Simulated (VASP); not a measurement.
Write the native input for VASP 6.6.1 that does the following.

```yaml
Task: relaxation of cell and atoms
Functional: LDA
Potentials_or_basis: VASP PAW LDA potentials, release 64 (Li_sv, Mg)
Cutoff: 600 eV
k_mesh: 18 × 18 × 18
Occupations: gaussian, width 0.02 eV
Spin: no spin polarisation
Dipole_correction: no
Further_INCAR_settings: ALGO = Normal; EDIFF = 1e-06; IBRION = 2; EDIFFG = -0.03; NSW = 80; ISIF = 3
```

The structure of LiMg lies in POSCAR:

```
LiMg
1.0
    1.5457510000      0.8924400000      5.0810520000
   -1.5457510000      0.8924400000      5.0810520000
    0.0000000000     -1.7848800000      5.0810520000
Li Mg
1 1
Direct
    0.0000000000      0.0000000000      0.0000000000
    0.5000000000      0.5000000000      0.5000000000
```

These files were run (other wordings do the same):

INCAR

```
SYSTEM = LiMg
  ALGO = Normal
  EDIFF = 1E-6
  EDIFFG = -0.03
  ENCUT = 600
  GGA = CA
  IBRION = 2
  ISIF = 3
  ISMEAR = 0
  LASPH = .TRUE.
  LCHARG = .FALSE.
  LREAL = .FALSE.
  LWAVE = .FALSE.
  NELM = 100
  NSW = 80
  PREC = Accurate
  SIGMA = 0.02
```

KPOINTS

```
k-points
0
G
  18 18 18
  0 0 0
```

Potentials or basis: VASP PAW LDA potentials, release 64 (Li_sv, Mg).

Command:

```sh
$ cat potpaw_LDA.64/Li_sv/POTCAR potpaw_LDA.64/Mg/POTCAR > POTCAR
$ mpirun -np 1 vasp_std > vasp.out
```

It gave:

| Property | Result |
| --- | --- |
| Relaxed volume | 19.59 Å³/atom |
| Relaxed cell | a = 5.222 Å, b = 5.222 Å, c = 5.222 Å, α = 33.76°, β = 33.76°, γ = 33.76° |
| Space group after relaxing (to 0.1 Å) | R-3m (No. 166) |
| Energy gained by relaxing | 8.0 meV/atom |
| Ionic steps | 6 |
| Pressure after relaxing | 0.1 GPa |
| Band gap on the k mesh | zero (an odd number of electrons rules out a gap without spin polarisation) |

Caveat: the cutoff is under 1.25 times the usual one of these potentials, so pressure, stress and relaxed cells hold a basis-set (Pulay) error.

It took 7.9 min on 1 thread of Intel(R) Xeon(R) 6975P-C (Granite Rapids) (shared host), peak memory 0.45 GiB.
